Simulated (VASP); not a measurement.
Here is a VASP 6.6.1 calculation.

POSCAR

```
HfO2
1.0
    3.6662449398      0.0000000000      0.0000000000
    0.0000000000      3.6662449398      0.0000000000
    0.0000000000      0.0000000000      4.9425402501
Hf O
2 4
Direct
    0.5000000000      0.5000000000      0.5000000000
    0.0000000000      0.0000000000      0.0000000000
    0.0000000000      0.5000000000      0.6961635355
    0.5000000000      0.0000000000      0.8038364645
    0.5000000000      0.0000000000      0.3038364645
    0.0000000000      0.5000000000      0.1961635355
```

INCAR.step1

```
SYSTEM = HfO2
ALGO = Normal
EDIFF = 1E-4
ENCUT = 520
GGA = PE
ISMEAR = 0
LASPH = .True.
LCHARG = .False.
LREAL = .False.
LWAVE = .True.
NBANDS = 31
NELM = 80
PREC = Accurate
SIGMA = 0.05
```

INCAR.step2

```
SYSTEM = HfO2
ALGO = Normal
EDIFF = 1E-7
ENCUT = 520
ISIF = 2
ISMEAR = 0
ISTART = 1
LASPH = .True.
LCHARG = .False.
LMIXTAU = .True.
LREAL = .False.
LWAVE = .False.
METAGGA = R2SCAN
NBANDS = 31
NELM = 80
PREC = Accurate
SIGMA = 0.05
```

KPOINTS

```
k-points
0
Gamma
  6 6 6
  0 0 0
```

Potentials or basis: VASP PAW PBE potentials, release 64 (Hf_pv, O).

The run is started by

```sh
$ cat potpaw_PBE.64/Hf_pv/POTCAR potpaw_PBE.64/O/POTCAR > POTCAR
$ cp INCAR.step1 INCAR
$ mpirun -np 1 vasp_std > vasp.out
$ cp INCAR.step2 INCAR
$ mpirun -np 1 vasp_std > vasp.out
```

Task: What does it give for the band gap on the k mesh?

Result: 4.26 eV (least direct gap 4.30 eV).

Task: What does it give for the pressure?

Result: -4.6 GPa.

Task: What does it give for the largest force?

Result: 0.149 eV/Å.

Forces in eV/Å, atoms in the order of the input:
```
Hf   0.000  0.000  0.000
Hf   0.000  0.000  0.000
O    0.000  0.000  0.149
O    0.000  0.000 -0.149
O    0.000  0.000 -0.149
O    0.000  0.000  0.149
```

Caveat: the cell differs from its parent crystal (strain +0.025 along x and y, -0.050 along z); the stress differs along the axes, from -14 to 15 GPa; the PAW data sets were made with another functional, which shifts forces and pressure a little; spin-orbit coupling is left out, which moves the levels of the heavy elements. A k mesh can miss the band edges.
